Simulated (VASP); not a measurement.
A run of VASP 6.6.1 is set up as follows.

The input INCAR:

```
SYSTEM = Si
  PREC = Accurate
  ENCUT = 520
  EDIFF = 1E-6
  ISMEAR = 0
  SIGMA = 0.05
  LREAL = .FALSE.
  LASPH = .TRUE.
  NELM = 60
  ALGO = Normal
  ISIF = 2
  LWAVE = .FALSE.
  LCHARG = .TRUE.
  GGA = CA
  LELF = .TRUE.
  LVHAR = .TRUE.
  NBANDS = 16
```

KPOINTS

```
regular mesh
0
G
  10 10 6
  0 0 0
```

File POSCAR:

```
Si
1.0
    0.0000000000     -2.7007989451     -2.7007989451
    0.0000000000      2.7007989451     -2.7007989451
    5.7797097425      0.0000000000      0.0000000000
Si
4
Direct
    0.5000000000      0.5000000000     -0.0244372133
    0.0000000000      0.0000000000      0.5244372133
    0.0000000000      0.5000000000      0.2500000000
    0.5000000000      0.0000000000      0.7500000000
```

Potentials or basis: VASP PAW LDA potentials, release 64 (Si).

The run is started by

```sh
$ cat potpaw_LDA.64/Si/POTCAR > POTCAR
$ mpirun -np 1 vasp_std > vasp.out
```

Question: Predict the largest force.

Answer: 2.065 eV/Å.

Question: Predict the band gap on the k mesh.

Answer: Zero (band 8 reaches 5.53 eV, above the bottom of band 9 at 5.14 eV).

Question: Estimate the pressure.

Answer: -4.8 GPa.

Stress tensor (GPa, compression positive):
```
-10.12   0.00   0.00
  0.00  -2.20   0.00
  0.00   0.00  -2.20
```

Caveat: the cell differs from its parent crystal (mode 6 frozen in at -0.132 Å, normal strain along x +0.0700); forces of over 1 eV/Å act on the atoms, so gaps and moduli don't describe the material at rest.
